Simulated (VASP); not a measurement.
# GdO (F-43m) in VASP: a series of runs

GdO is run at these levels: LDA, PBE; tasks: single point, relaxation of cell and atoms.

Everything below comes from runs of VASP 6.6.1. Logs are shortened: lines on timing, memory, paths and dates and some standing lists are left out, and cuts for length are marked.

## (1) The cell of the first run

The structure is cubic, space group F-43m (No. 216). Conventional cell: a = 5.400 Å, b = 5.400 Å, c = 5.400 Å, α = 90.00°, β = 90.00°, γ = 90.00°. Gd (site symmetry -43m) has 4 O at 2.34 Å within 3.1 Å. Within 3.1 Å of O (site symmetry -43m) lie 4 Gd at 2.34 Å.

## (2) Single point, LDA, collinear spin, ferromagnetic start

INCAR

```
SYSTEM = GdO
ALGO     = Normal         ! electronic algorithm
EDIFF    = 1E-6           ! SCF threshold, eV
ENCUT    = 520            ! plane-wave cutoff, eV
GGA      = CA             ! functional
ISIF     = 2              ! what is computed and relaxed
ISMEAR   = -1             ! smearing method
ISPIN    = 2              ! spin polarisation
LASPH    = .True.         ! aspherical terms in the spheres
LCHARG   = .False.        ! write CHGCAR
LMAXMIX  = 6              ! l up to which the mixer works
LORBIT   = 11             ! projections on sites
LREAL    = .False.        ! projectors in reciprocal space
LWAVE    = .False.        ! write WAVECAR
MAGMOM   = 7 0            ! initial moments
NBANDS   = 23             ! bands
NELM     = 150            ! most SCF steps
PREC     = Accurate       ! precision mode
SIGMA    = 0.05           ! smearing width, eV
```

KPOINTS

```
k-points
0
Gamma
  9 9 9
  0 0 0
```

POSCAR

```
GdO
1.0
    0.0000000000      2.7000000000      2.7000000000
    2.7000000000      0.0000000000      2.7000000000
    2.7000000000      2.7000000000      0.0000000000
Gd O
1 1
Direct
    0.0000000000      0.0000000000      0.0000000000
    0.7500000000      0.7500000000      0.7500000000
```

Potentials or basis: VASP PAW PBE potentials, release 64 (Gd, O).

Command:

```
> cat potpaw_PBE.64/Gd/POTCAR potpaw_PBE.64/O/POTCAR > POTCAR
> mpirun -np 1 vasp_std > vasp.out
```

OUTCAR:

```text
SYSTEM = GdO
   EDIFF = 1E-6
   ENCUT = 520
   GGA = CA
   ISIF = 2
   ISMEAR = -1
   ISPIN = 2
   LASPH = .True.
   LORBIT = 11
   LREAL = .False.
   NELM = 150
   PREC = Accurate

 ion  position               nearest neighbor table
   1  0.000  0.000  0.000-   2 2.34   2 2.34   2 2.34   2 2.34
   2  0.750  0.750  0.750-   1 2.34   1 2.34   1 2.34   1 2.34

  LATTYP: Found a face centered cubic cell.
 ALAT       =     5.4000000000

  Lattice vectors:

 A1 = (   0.0000000000,   2.7000000000,   2.7000000000)
 A2 = (   2.7000000000,   0.0000000000,   2.7000000000)
 A3 = (   2.7000000000,   2.7000000000,   0.0000000000)

Analysis of symmetry for initial positions (statically):
=====================================================================
 Subroutine PRICEL returns:
 Original cell was already a primitive cell.

 Routine SETGRP: Setting up the symmetry group for a
 face centered cubic supercell.

 Subroutine GETGRP returns: Found 24 space group operations
 (whereof 24 operations were pure point group operations)
 out of a pool of 48 trial point group operations.

The static configuration has the point symmetry T_d .

Analysis of symmetry for dynamics (positions and initial velocities):
=====================================================================
 Subroutine PRICEL returns:
 Original cell was already a primitive cell.

 Routine SETGRP: Setting up the symmetry group for a
 face centered cubic supercell.

 Subroutine GETGRP returns: Found 24 space group operations
 (whereof 24 operations were pure point group operations)
 out of a pool of 48 trial point group operations.

The dynamic configuration has the point symmetry T_d .

Analysis of structural, dynamic, and magnetic symmetry:
=====================================================================
 Subroutine PRICEL returns:
 Original cell was already a primitive cell.

 Routine SETGRP: Setting up the symmetry group for a
 face centered cubic supercell.

 Subroutine GETGRP returns: Found 24 space group operations
 (whereof 24 operations were pure point group operations)
 out of a pool of 48 trial point group operations.

The overall configuration has the point symmetry T_d .

 Subroutine INISYM returns: Found 24 space group operations
 (whereof 24 operations are pure point group operations),
 and found     1 'primitive' translations

----------------------------------------------------------------------------------------

                                     Primitive cell

  volume of cell :      39.3660

  direct lattice vectors                    reciprocal lattice vectors
     0.000000000  2.700000000  2.700000000    -0.185185185  0.185185185  0.185185185
     2.700000000  0.000000000  2.700000000     0.185185185 -0.185185185  0.185185185
     2.700000000  2.700000000  0.000000000     0.185185185  0.185185185 -0.185185185

  length of vectors
     3.818376618  3.818376618  3.818376618     0.320750150  0.320750150  0.320750150

  position of ions in fractional coordinates (direct lattice)
     0.000000000  0.000000000  0.000000000
     0.750000000  0.750000000  0.750000000

  ion indices of the primitive-cell ions
   primitive index   ion index
                 1           1
                 2           2

----------------------------------------------------------------------------------------

 KPOINTS: k-points

Automatic generation of k-mesh.
 Grid dimensions read from file:
 generate k-points for:    9    9    9

 Generating k-lattice:

  Cartesian coordinates                     Fractional coordinates (reciprocal lattice)
    -0.020576132  0.020576132  0.020576132     0.111111111  0.000000000  0.000000000
     0.020576132 -0.020576132  0.020576132     0.000000000  0.111111111  0.000000000
     0.020576132  0.020576132 -0.020576132     0.000000000  0.000000000  0.111111111

  Length of vectors
     0.035638906  0.035638906  0.035638906

  Shift w.r.t. Gamma in fractional coordinates (k-lattice)
     0.000000000  0.000000000  0.000000000

 Subroutine IBZKPT returns following result:
 ===========================================

 Found     35 irreducible k-points:

 Following reciprocal coordinates:
            Coordinates               Weight
  0.000000  0.000000  0.000000      1.000000
  0.111111  0.000000  0.000000      8.000000
  0.222222  0.000000  0.000000      8.000000
  0.333333  0.000000  0.000000      8.000000
  0.444444  0.000000  0.000000      8.000000
  0.111111  0.111111  0.000000      6.000000
[... 16 lines left out ...]
 -0.333333  0.333333  0.000000     12.000000
  0.444444  0.444444  0.000000      6.000000
 [... further k-points ...]
   k-points           NKPTS =     35   k-points in BZ     NKDIM =     35   number of bands    NBANDS=     23
   number of dos      NEDOS =    301   number of ions     NIONS =      2
   total plane-waves  NPLWV =  21952
   dimension x,y,z NGX =    28 NGY =   28 NGZ =   28
   dimension x,y,z NGXF=    56 NGYF=   56 NGZF=   56
   ions per type =               1   1
   NGX,Y,Z   is equivalent  to a cutoff of  12.19, 12.19, 12.19 a.u.
   NGXF,Y,Z  is equivalent  to a cutoff of  24.38, 24.38, 24.38 a.u.
 SYSTEM =  GdO
   PREC   = accura    normal or accurate (medium, high low for compatibility)
   ISTART =      0    job   : 0-new  1-cont  2-samecut
   ICHARG =      2    charge: 1-file 2-atom 10-const
   ISPIN  =      2    spin polarized calculation?
   LNONCOLLINEAR =      F non collinear calculations
   LSORBIT =      F    spin-orbit coupling
   LASPH  =      T    aspherical Exc in radial PAW
   ENCUT  =  520.0 eV  38.22 Ry    6.18 a.u.   7.10  7.10  7.10*2*pi/ulx,y,z
   NELM   =    150;   NELMIN=  2; NELMDL= -5     # of ELM steps
   EDIFF  = 0.1E-05   stopping-criterion for ELM
   LREAL  =      F    real-space projection
   EDIFFG = 0.1E-04   stopping-criterion for IOM
   NSW    =      0    number of steps for IOM
   IBRION =     -1    ionic relax: 0-MD 1-quasi-New 2-CG
   NFREE  =      0    steps in history (QN), initial steepest desc. (CG)
   ISIF   =      2    stress and relaxation
   ISYM   =      2    0-nonsym 1-usesym 2-fastsym
   POTIM  = 0.5000    time-step for ionic-motion
   TEBEG  =    0.0;   TEEND  =   0.0 temperature during run
   PSTRESS=    0.0 pullay stress
   NELECT =      24.0000    total number of electrons
   NUPDOWN=      -1.0000    fix difference up-down
   EMIN   =  10.00;   EMAX   =-10.00  energy-range for DOS
   EFERMI =   0.00;   METHOD = LEGACY
   ISMEAR =    -1;   SIGMA  =   0.05  broadening in eV -4-tet -1-fermi 0-gaus
   EFERMI_NEDOS =   21; number of points for ismear=-14 and -15
   IALGO  =     38    algorithm
   IMIX   =      4    mixing-type and parameters
     AMIX     =   0.40;   BMIX     =  1.00
     AMIX_MAG =   1.60;   BMIX_MAG =  1.00
  volume/ion in A,a.u.               =      19.68       132.83
  Fermi-wavevector in a.u.,A,eV,Ry     =   1.388156  2.623234 26.218100  1.926976
  Thomas-Fermi vector in A             =   2.512309
   LORBIT       =     11    0 simple, 1 ext, 2 COOP (PROOUT), +10 PAW based schemes
   GGA     = CA    functional components
   LHFCALC =     F    Hartree Fock is set to
   AEXX    =    0.0000 exact exchange contribution
   IVDW    =     0    specifies the selected vdW correction
   LEPSILON=     F    determine dielectric tensor
   LRPA    =     F    only Hartree local field effects (RPA)
 spin polarized calculation
  energy-cutoff  :      520.00
  volume of cell :       39.37
 maximum number of plane-waves:      1070
   NGX = 15   NGY = 15   NGZ = 15

 number of electron      23.9999988 magnetization       6.8538843

 Free energy of the ion-electron system (eV)
  ---------------------------------------------------
  ext. energy  EPLUGINS =         0.00000000
  ---------------------------------------------------
  free energy    TOTEN  =       -22.91656148 eV

  energy without entropy =      -22.88690722  energy(sigma->0) =      -22.90173435

 E-fermi :   3.7458     XC(G=0): -10.5270

 val. band max:        3.7405657467   @ k =   0.4444   0.4444   0.0000
 cond. band min:       3.7554046777   @ k =  -0.4444   0.1111   0.0000
 fundamental gap:      0.0148389310
 Fermi energy:         3.7458428137

 spin component 1

 k-point     1 :       0.0000    0.0000    0.0000
  band No.  band energies     occupation
      1     -41.0258      1.00000
      2     -18.5257      1.00000
      3     -18.5257      1.00000
      4     -18.5257      1.00000
      5     -15.4199      1.00000
      6      -2.1399      1.00000
[... 15 lines left out ...]
     22      15.3362      0.00000
     23      15.3487      0.00000
[... 575 lines left out ...]
      1     -40.9726      1.00000
      2     -19.5836      1.00000
      3     -18.7328      1.00000
      4     -18.7328      1.00000
      5     -14.3438      1.00000
      6      -2.6869      1.00000
[... 15 lines left out ...]
     22      13.2650      0.00000
     23      14.2510      0.00000

 [... further k-points ...]

 spin component 2

 k-point     1 :       0.0000    0.0000    0.0000
  band No.  band energies     occupation
      1     -38.2677      1.00000
      2     -16.4748      1.00000
      3     -16.4748      1.00000
      4     -16.4748      1.00000
      5     -15.4297      1.00000
      6      -1.9421      1.00000
[... 15 lines left out ...]
     22      15.6116      0.00000
     23      15.8400      0.00000
[... 575 lines left out ...]
      1     -38.1969      1.00000
      2     -18.1838      1.00000
      3     -16.7409      1.00000
      4     -16.7409      1.00000
      5     -13.7692      1.00000
      6      -2.5033      1.00000
[... 15 lines left out ...]
     22      14.0589      0.00000
     23      14.7806      0.00000

 [... further k-points ...]

------------------------ aborting loop because EDIFF is reached ----------------------------------------

  FORCE on cell =-STRESS in cart. coord.  units (eV):
  Direction    XX          YY          ZZ          XY          YZ          ZX
  --------------------------------------------------------------------------------------
  -------------------------------------------------------------------------------------
  Total       -1.8114843     -1.8114843     -1.8114843      0.0000000      0.0000000     -0.0000000
  in kB      -73.7265447    -73.7265447    -73.7265447      0.0000000      0.0000000     -0.0000000
  external PRESSURE =     -73.7265447 kB  Pullay stress =       0.0000000 kB

 VOLUME and BASIS-vectors are now :
 -----------------------------------------------------------------------------
  energy-cutoff  :      520.00
  volume of cell :       39.37
      direct lattice vectors                 reciprocal lattice vectors
     0.000000000  2.700000000  2.700000000    -0.185185185  0.185185185  0.185185185
     2.700000000  0.000000000  2.700000000     0.185185185 -0.185185185  0.185185185
     2.700000000  2.700000000  0.000000000     0.185185185  0.185185185 -0.185185185

 POSITION                                       TOTAL-FORCE (eV/Angst)
 -----------------------------------------------------------------------------------
      0.00000      0.00000      0.00000         0.000000     -0.000000     -0.000000
      4.05000      4.05000      4.05000        -0.000000      0.000000      0.000000
 -----------------------------------------------------------------------------------
    total drift:                               -0.000000     -0.000000     -0.000000

  FREE ENERGIE OF THE ION-ELECTRON SYSTEM (eV)
  ---------------------------------------------------
  free  energy   TOTEN  =       -22.9165614774 eV

  energy  without entropy=      -22.8869072235  energy(sigma->0) =      -22.90173435

 total charge

# of ion       s       p       d       f       tot
--------------------------------------------------
    1        2.028   5.597   0.453   7.157  15.234
    2        1.556   3.398   0.000   0.000   4.954
--------------------------------------------------
tot          3.583   8.995   0.453   7.157  20.188

 magnetization (x)

# of ion       s       p       d       f       tot
--------------------------------------------------
    1       -0.005  -0.052   0.084   6.617   6.644
    2       -0.003  -0.050   0.000   0.000  -0.053
--------------------------------------------------
tot         -0.008  -0.102   0.084   6.617   6.591
```

It took 1.7 min on 1 thread of Intel Xeon Platinum 8259CL at 2.50GHz (Skylake/Cascade Lake), shared host; peak memory 0.19 GiB.

Results:

```yaml
Free_energy: -22.9166 eV
Pressure: -7.4 GPa
Net_moment: 6.85 μB per cell
Site_moments: Gd +6.64; O -0.05 μB
Valence_electrons_inside_the_program's_atomic_spheres: Gd 15.23; O 4.95
```

Caveat: the cell stands under tension; the PAW data sets were made with another functional, which shifts forces and pressure a little; spin-orbit coupling is left out, which moves the levels of the heavy elements; a cell with one magnetic atom can't hold antiferromagnetic order, which such compounds often take; semilocal functionals describe open f shells poorly, which spoils levels, moments and volumes. The state reached can hang on the start; a lower one may exist.

## (3) Single point, PBE, non-collinear spin, typed start, spin-orbit coupling

INCAR

```
SYSTEM = GdO
ALGO = Normal ; EDIFF = 1E-6
ENCUT = 520 ; GGA = PE
GGA_COMPAT = .FALSE. ; ISIF = 2
ISMEAR = -1 ; LASPH = .TRUE.
LCHARG = .FALSE. ; LMAXMIX = 6
LNONCOLLINEAR = .TRUE. ; LORBIT = 11
LORBMOM = .TRUE. ; LREAL = .FALSE.
LSORBIT = .TRUE. ; LWAVE = .FALSE.
MAGMOM = 4.041 4.041 4.041 0 0 0 ; NBANDS = 36
NELM = 150 ; PREC = Accurate
SIGMA = 0.05
```

KPOINTS

```
k-points
0
G
  7 7 7
  0 0 0
```

POSCAR is that of step 2.

Potentials or basis: VASP PAW PBE potentials, release 64 (Gd, O).

Command:

```
> cat potpaw_PBE.64/Gd/POTCAR potpaw_PBE.64/O/POTCAR > POTCAR
> mpirun -np 1 vasp_ncl > vasp.out
```

Run time: 14 min. Hardware: 1 thread of Intel Xeon Platinum 8259CL at 2.50GHz (Skylake/Cascade Lake), shared host; peak memory 0.44 GiB.

The run converged. Its results:

```
Free energy                                           : -22.6812 eV
Pressure                                              : -0.4 GPa
Net moment                                            : 7.49 μB per cell
Valence electrons inside the program's atomic spheres : Gd 15.24; O 5.00
```

Moments on the atoms (μB; x, y, z):
```
Gd   3.93  3.93  3.93
O   -0.01 -0.01 -0.01
```

Caveat: a cell with one magnetic atom can't hold antiferromagnetic order, which such compounds often take; semilocal functionals describe open f shells poorly, which spoils levels, moments and volumes.

## (4) Relaxation of cell and atoms, LDA, collinear spin, ferromagnetic start

INCAR

```
PREC     = Accurate       # precision mode
ENCUT    = 600            # plane-wave cutoff, eV
EDIFF    = 1E-7           # SCF threshold, eV
ISMEAR   = -1             # smearing method
SIGMA    = 0.05           # smearing width, eV
LREAL    = False          # projectors in reciprocal space
LASPH    = True           # aspherical terms in the spheres
NELM     = 150            # most SCF steps
ALGO     = Normal         # electronic algorithm
ISIF     = 3              # what is computed and relaxed
LWAVE    = False          # write WAVECAR
LCHARG   = False          # write CHGCAR
ISPIN    = 2              # spin polarisation
MAGMOM   = 7 0            # initial moments
LORBIT   = 11             # projections on sites
LMAXMIX  = 6              # l up to which the mixer works
GGA      = CA             # functional
IBRION   = 2              # ionic algorithm
NSW      = 60             # ionic steps
EDIFFG   = -0.01          # ionic threshold
```

KPOINTS

```
Automatic mesh
0
Gamma
  9 9 9
```

POSCAR is that of step 3.

Command:

```
> cat potpaw_PBE.64/Gd/POTCAR potpaw_PBE.64/O/POTCAR > POTCAR
> mpirun -np 1 vasp_std > vasp.out
```

Run time: 5.4 min. Hardware: 1 thread of Intel Xeon Platinum 8259CL at 2.50GHz (Skylake/Cascade Lake), shared host; peak memory 0.23 GiB.

It converged, with:

```yaml
Free_energy: -22.9939 eV
Relaxed_volume: 18.18 Å³/atom
Relaxed_cell: a = 3.719 Å, b = 3.719 Å, c = 3.719 Å, α = 60.00°, β = 60.00°, γ = 60.00°
Space_group_after_relaxing_to_0.1_Å: F-43m (No. 216)
Energy_gained_by_relaxing: 37.7 meV/atom
Ionic_steps: 3
Pressure_after_relaxing: 0.0 GPa
Net_moment: 6.86 μB per cell
Site_moments: Gd +6.64; O -0.05 μB
Valence_electrons_inside_the_program's_atomic_spheres: Gd 15.29; O 4.99
```

Step by step:
```csv
step,energy change (eV),largest force (eV/Å),pressure (GPa),volume (Å³)
1,0.0000,0.0000,-7.38,39.37
2,-0.0363,0.0000,6.78,34.42
3,-0.0753,0.0000,0.01,36.36
```

Final structure:
```yaml
crystal:
  lattice:
    - [0.00000, 2.62940, 2.62940]
    - [2.62940, 0.00000, 2.62940]
    - [2.62940, 2.62940, 0.00000]
  atoms:
    - { symbol: Gd, position: [0.00000, 0.00000, 0.00000] }
    - { symbol: O, position: [0.75000, 0.75000, 0.75000] }
```

Levels at points of the mesh, in eV from the Fermi level:
Spin up:
| k point | band 12 | band 13 | band 14 | band 15 | band 16 | band 17 | band 18 | band 19 |
| --- | --- | --- | --- | --- | --- | --- | --- | --- |
| (0.00, 0.00, 0.00) | -3.94 | -3.90 | -3.90 | -3.90 | -1.61 | 2.82 | 2.82 | 5.13 |
Spin down:
```tsv
k point	band 6	band 7	band 8	band 9	band 10	band 11	band 12	band 13
(0.00, 0.00, 0.00)	-6.09	-6.09	-6.09	-1.95	0.61	0.61	0.61	0.85
```

Caveat: the PAW data sets were made with another functional, which shifts forces and pressure a little; spin-orbit coupling is left out, which moves the levels of the heavy elements; a cell with one magnetic atom can't hold antiferromagnetic order, which such compounds often take; semilocal functionals describe open f shells poorly, which spoils levels, moments and volumes. The state reached can hang on the start; a lower one may exist.

[end of part 1 of 2]
